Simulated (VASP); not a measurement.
# GaSb: single point with PBEsol

GaSb:

```xyz
24
Lattice="9.2437 0.0683 -0.2718 0.0683 8.9619 -0.2181 -0.2718 -0.2181 8.6096" Properties=species:S:1:pos:R:3 pbc="T T T"
Ga    1.4735    1.5106    4.1483
Ga    3.2607    3.0271    7.8458
Ga    5.3199    2.3826    2.7118
Ga    5.4497    6.3897    2.8555
Ga    6.9239    1.1828    5.1686
Ga    8.9363    8.2917    7.4853
Ga    8.8652    0.5435    1.8789
Ga    6.6345    8.0040    0.1079
Ga    7.8529    2.9148    3.0472
Ga    8.5132    2.6871    5.8363
Ga    3.9476    4.4817    3.7979
Ga    8.5079    5.4531    6.0307
Sb    5.0115    5.3036    6.2728
Sb    5.0372    8.1463    6.4543
Sb    0.9208    4.0275    3.1773
Sb    2.3069    7.1679    3.7925
Sb    7.0328    1.8793    8.4510
Sb    1.1881    3.6336   -0.0707
Sb    5.6152    4.3272    0.7294
Sb    2.8098    0.7965    0.2117
Sb    4.4143    2.0513    5.4471
Sb    2.2107    5.8939    7.0101
Sb    8.8349    6.7883    1.7564
Sb    4.0599    8.6325    2.3273
```

* Program: VASP 6.6.1
* Task: single point
* Functional: PBEsol
* Potentials or basis: VASP PAW PBE potentials, release 64 (Ga_d, Sb)
* Cutoff: 400 eV
* k mesh: 1 × 1 × 1, shifted
* Occupations: fermi-dirac, width 0.0827 eV
* Spin: no spin polarisation

| Quantity | Value |
| --- | --- |
| Pressure | -2.1 GPa |
| Largest force | 2.300 eV/Å |

Forces in eV/Å, atoms in the order of the input:
```
Ga   0.217 -0.528  0.431
Ga   1.828 -0.049 -0.536
Ga  -0.101 -0.318 -0.088
Ga   0.578 -0.127  0.009
Ga  -0.891 -1.367 -0.206
Ga   0.135 -0.336  0.066
Ga  -0.055  0.451 -0.042
Ga   0.315 -0.020  0.687
Ga  -0.501 -0.821 -0.442
Ga   1.557  1.497  0.789
Ga  -0.175 -0.070  0.212
Ga   0.328 -0.030  0.212
Sb   0.364 -0.437  0.100
Sb  -0.373  1.003 -0.396
Sb   0.401  0.989 -0.195
Sb  -1.121 -0.550  0.952
Sb   0.442 -0.496  0.346
Sb  -1.438  0.418  0.268
Sb  -0.297  0.018 -0.596
Sb  -0.516 -0.487 -0.356
Sb  -1.399  0.185  0.202
Sb  -0.358  0.070 -0.584
Sb   0.042  0.125 -0.213
Sb   1.020  0.879 -0.621
```

Stress tensor (GPa, compression positive):
```
-2.75 -0.10 -0.11
-0.10 -1.23 -0.17
-0.11 -0.17 -2.45
```

Levels at points of the mesh, in eV from the Fermi level:
| k point | band 105 | band 106 | band 107 | band 108 | band 109 | band 110 | band 111 | band 112 |
| --- | --- | --- | --- | --- | --- | --- | --- | --- |
| (0.25, 0.25, 0.25) | -0.62 | -0.42 | -0.30 | -0.08 | 0.08 | 0.31 | 0.41 | 0.57 |

It took 86 s on 1 thread of AMD EPYC 9R45 96-Core Processor (Zen 5) (shared host), peak memory 0.41 GiB.

Caveat: the atoms stand as in a frame of molecular dynamics; the PAW data sets were made with another functional, which shifts forces and pressure a little; spin-orbit coupling is left out, which moves the levels of the heavy elements.
